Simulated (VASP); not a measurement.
Set up this calculation in VASP 6.6.1, as the native input.

```
Task                   : relaxation of cell and atoms
Functional             : PBEsol
Potentials or basis    : VASP PAW PBE potentials, release 64 (Te)
Cutoff                 : 600 eV
k mesh                 : 13 × 13 × 13
Occupations            : fermi-dirac, width 0.08 eV
Spin                   : no spin polarisation
Dipole correction      : no
Further INCAR settings : ALGO = Normal; EDIFF = 1e-06; IBRION = 2; EDIFFG = -0.005; NSW = 60; ISIF = 3
```

The structure of Te lies in POSCAR:

```
Te
1.0
    3.1521527235      0.0000000000      0.0000000000
    0.0000000000      3.1521527235      0.0000000000
    0.0000000000      0.0000000000      3.1521527235
Te
1
Direct
    0.0000000000      0.0000000000      0.0000000000
```

One way to write it, as run:

INCAR

```
PREC     = Accurate       # precision mode
ENCUT    = 600            # plane-wave cutoff, eV
EDIFF    = 1E-6           # SCF threshold, eV
ISMEAR   = -1             # smearing method
SIGMA    = 0.08           # smearing width, eV
LREAL    = F              # projectors in reciprocal space
LASPH    = T              # aspherical terms in the spheres
NELM     = 100            # most SCF steps
ALGO     = Normal         # electronic algorithm
ISIF     = 3              # what is computed and relaxed
LWAVE    = F              # write WAVECAR
LCHARG   = F              # write CHGCAR
GGA      = PS             # functional
IBRION   = 2              # ionic algorithm
NSW      = 60             # ionic steps
EDIFFG   = -0.005         # ionic threshold
```

KPOINTS

```
Automatic mesh
0
Gamma
  13 13 13
```

Potentials or basis: VASP PAW PBE potentials, release 64 (Te).

Run with:

```sh
$ cat potpaw_PBE.64/Te/POTCAR > POTCAR
$ mpirun -np 1 vasp_std > vasp.out
```

It gave:

```
Relaxed volume                         : 31.28 Å³/atom
Relaxed cell                           : a = 3.151 Å, b = 3.151 Å, c = 3.151 Å, α = 90.00°, β = 90.00°, γ = 90.00°
Space group after relaxing (to 0.05 Å) : Pm-3m (No. 221)
Energy gained by relaxing              : 0.0 meV/atom
Ionic steps                            : 3
Pressure after relaxing                : 0.0 GPa
Band gap on the k mesh                 : zero (band 3 reaches 9.57 eV, above the bottom of band 4 at 3.85 eV)
```

Caveat: the PAW data sets were made with another functional, which shifts forces and pressure a little; spin-orbit coupling is left out, which moves the levels of the heavy elements.

Wall time 12 s on 1 thread of Intel(R) Xeon(R) Platinum 8481C CPU @ 2.70GHz (Sapphire Rapids) (shared host), peak memory 0.17 GiB.
